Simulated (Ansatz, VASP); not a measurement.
**Two plane-wave programs on NiO2**

INCAR

```
SYSTEM = NiO2
ALGO = Normal
EDIFF = 1E-6
ENCUT = 700
GGA = PS
GGA_COMPAT = .False.
ISIF = 2
ISMEAR = 0
LASPH = .True.
LCHARG = .True.
LELF = .True.
LREAL = .False.
LVHAR = .True.
LWAVE = .False.
NBANDS = 22
NELM = 120
PREC = Accurate
SIGMA = 0.05
```

The input KPOINTS:

```
k-points
0
Gamma
  12 12 6
  0 0 0
```

File POSCAR:

```
NiO2
1.0
    2.8028105550      0.0000000000      0.0000000000
   -1.4014052775      2.4273051426      0.0000000000
    0.0000000000      0.0000000000      4.9060395955
Ni O
1 2
Direct
    0.0000000000      0.0000000000      0.5000000000
    0.6666666667      0.3333333333      0.6499533987
    0.3333333333      0.6666666667      0.3500466013
```

Input for Ansatz:

```yaml
crystal:
  lattice:
    - [2.802810555, 0.0, 0.0]
    - [-1.4014052775, 2.4273051426, 0.0]
    - [0.0, 0.0, 4.9060395955]
  atoms:
    - { symbol: Ni, position: [0.0, 0.0, 0.5] }
    - { symbol: O, position: [0.6666666667, 0.3333333333, 0.6499533987] }
    - { symbol: O, position: [0.3333333333, 0.6666666667, 0.3500466013] }
basis:
  ecutwfc: 520.0
kpoints:
  mp_grid: { grid: [12, 12, 6] }
hamiltonian:
  xc: pbesol
scf:
  occupations: { method: gaussian, width: 0.05 }
output:
  forces: true
  stress: true
  eigenvalues: true
```

Alike in both runs: task single point; functional PBEsol; k mesh 12 × 12 × 6; occupations gaussian, width 0.05 eV; no spin polarisation.

|  | VASP | Ansatz |
| --- | --- | --- |
| version | VASP 6.6.1 | Ansatz 0.2.0 |
| potentials or method | VASP PAW PBE potentials, release 64 (Ni_sv_GW, O), cutoff 700 eV | scalar-relativistic, plane waves, PAW |
| valence electrons in the cell | 30 | 30 |

Ansatz gave:

* gap on the k mesh at the Fermi level (eV): 0.88
* least direct gap on the mesh (eV): 1.42
* rms of the force components (eV/Å): 1.924

Task: What did VASP give for the same quantities?

Result: gap on the k mesh at the Fermi level (eV): 0.88; least direct gap on the mesh (eV): 1.42; rms of the force components (eV/Å): 1.941.

VASP's potentials were made for PBE, not for PBEsol. Atom by atom the forces differ by 0.017 eV/Å (rms over components).
